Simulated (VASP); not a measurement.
Here is a VASP 6.6.1 calculation.

The input INCAR:

```
SYSTEM = Ti
PREC = Accurate
ENCUT = 520
EDIFF = 1E-6
ISMEAR = -1
SIGMA = 0.05
LREAL = .False.
LASPH = .True.
NELM = 60
ALGO = Normal
ISIF = 2
LWAVE = .False.
LCHARG = .False.
GGA = PS
NBANDS = 12
```

File KPOINTS:

```
Automatic mesh
0
Gamma
  11 11 11
  0 0 0
```

File POSCAR:

```
Ti
1.0
    0.0000000000      2.0267781238      2.0267781238
    2.0267781238      0.0000000000      2.0267781238
    2.0267781238      2.0267781238      0.0000000000
Ti
1
Direct
    0.0000000000      0.0000000000      0.0000000000
```

Potentials or basis: VASP PAW PBE potentials, release 64 (Ti_sv).

The run is started by

```bash
$ cat potpaw_PBE.64/Ti_sv/POTCAR > POTCAR
$ mpirun -np 1 vasp_std > vasp.out
```

Q: Estimate the band gap on the k mesh.

A: Zero (band 6 reaches 9.46 eV, above the bottom of band 7 at 8.27 eV).

Q: What does it give for the pressure?

A: -0.3 GPa.

Caveat: the PAW data sets were made with another functional, which shifts forces and pressure a little.
